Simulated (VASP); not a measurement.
Here is a VASP 6.6.1 calculation.

File INCAR:

```
SYSTEM = GeMo2
PREC     = Accurate       ! precision mode
ENCUT    = 520            ! plane-wave cutoff, eV
EDIFF    = 1E-6           ! SCF threshold, eV
ISMEAR   = 0              ! smearing method
SIGMA    = 0.1            ! smearing width, eV
LREAL    = .FALSE.        ! projectors in reciprocal space
LASPH    = .TRUE.         ! aspherical terms in the spheres
NELM     = 80             ! most SCF steps
ALGO     = Normal         ! electronic algorithm
ISIF     = 2              ! what is computed and relaxed
LWAVE    = .FALSE.        ! write WAVECAR
LCHARG   = .FALSE.        ! write CHGCAR
GGA      = PE             ! functional
NBANDS   = 51             ! bands
```

Contents of KPOINTS:

```
regular mesh
0
G
  4 4 4
  0 0 0
```

The input POSCAR:

```
GeMo2
1.0
   -3.4148318400      3.4148318400      2.9928580900
    3.4148318400     -3.4148318400      2.9928580900
    3.4148318400      3.4148318400     -2.9928580900
Ge Mo
2 4
Direct
    0.2500000000      0.2500000000      0.0000000000
    0.7500000000      0.7500000000      0.0000000000
    0.6728000000      0.1728000000      0.8456000100
    0.1728000000      0.3272000000      0.5000000000
    0.3272000000      0.8272000000      0.1543999900
    0.8272000000      0.6728000000      0.5000000000
```

Potentials or basis: VASP PAW PBE potentials, release 64 (Ge_d, Mo_sv).

Command:

```bash
$ cat potpaw_PBE.64/Ge_d/POTCAR potpaw_PBE.64/Mo_sv/POTCAR > POTCAR
$ mpirun -np 1 vasp_std > vasp.out
```

(1) Predict the band gap on the k mesh.

(2) What does it give for the pressure?

Answers

(1) zero (band 42 reaches 6.45 eV, above the bottom of band 43 at 6.07 eV).

(2) -33.6 GPa.
